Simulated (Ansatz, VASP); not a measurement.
## Two plane-wave programs on V

The input INCAR:

```
SYSTEM = V
PREC = Accurate ; ENCUT = 600
EDIFF = 1E-6 ; ISMEAR = 0
SIGMA = 0.1 ; LREAL = .False.
LASPH = .True. ; NELM = 60
ALGO = Normal ; ISIF = 3
LWAVE = .False. ; LCHARG = .False.
GGA = CA ; IBRION = 2
NSW = 100 ; EDIFFG = -0.05
```

The input KPOINTS:

```
Automatic mesh
0
Gamma
  10 10 10
  0 0 0
```

Contents of POSCAR:

```
V
1.0
   -1.5129450000      1.5129450000      1.5129450000
    1.5129450000     -1.5129450000      1.5129450000
    1.5129450000      1.5129450000     -1.5129450000
V
1
Direct
    0.0000000000      0.0000000000      0.0000000000
```

Input for Ansatz:

```yaml
crystal:
  lattice:
    - [-1.512945, 1.512945, 1.512945]
    - [1.512945, -1.512945, 1.512945]
    - [1.512945, 1.512945, -1.512945]
  atoms:
    - { symbol: V, position: [0.0, 0.0, 0.0] }
basis:
  ecutwfc: 420
kpoints:
  mp_grid: { grid: [10, 10, 10] }
hamiltonian:
  xc: lda
  pseudopotentials: { kind: paw, azcp: { folder: soft_1 } }
scf:
  occupations: { method: gaussian, width: 0.1 }
output:
  forces: true
  stress: true
  eigenvalues: true
relax:
  adjacent_minimum: "off"
  f_tol: 0.05
  max_steps: 80
  cell: { stress_tol: 0.5 }
```

Alike in both runs: task relaxation of cell and atoms; functional LDA; k mesh 10 × 10 × 10; occupations gaussian, width 0.1 eV; no spin polarisation.

|  | VASP | Ansatz |
| --- | --- | --- |
| version | VASP 6.6.1 | Ansatz 0.2.0 |
| potentials or method | VASP PAW LDA potentials, release 64 (V_sv), cutoff 600 eV | scalar-relativistic, plane waves, PAW |
| valence electrons in the cell | 13 | 13 |

```csv
,VASP,Ansatz,Ansatz less VASP
"gap on the k mesh at the Fermi level, each at its own relaxed structure (eV)",none,none,-
relaxed volume (Å³/atom),12.66,12.63,-0.024
relaxed cell length with the largest relative difference (Å),2.543,2.541,-0.0016
```

Ansatz warns that its potentials were made for another functional, while VASP's fit it. LDA's correlation is that of Perdew and Zunger in VASP and of Perdew and Wang (1992) in Ansatz. A gap of «none» marks a metal or a gap that the smearing closes.
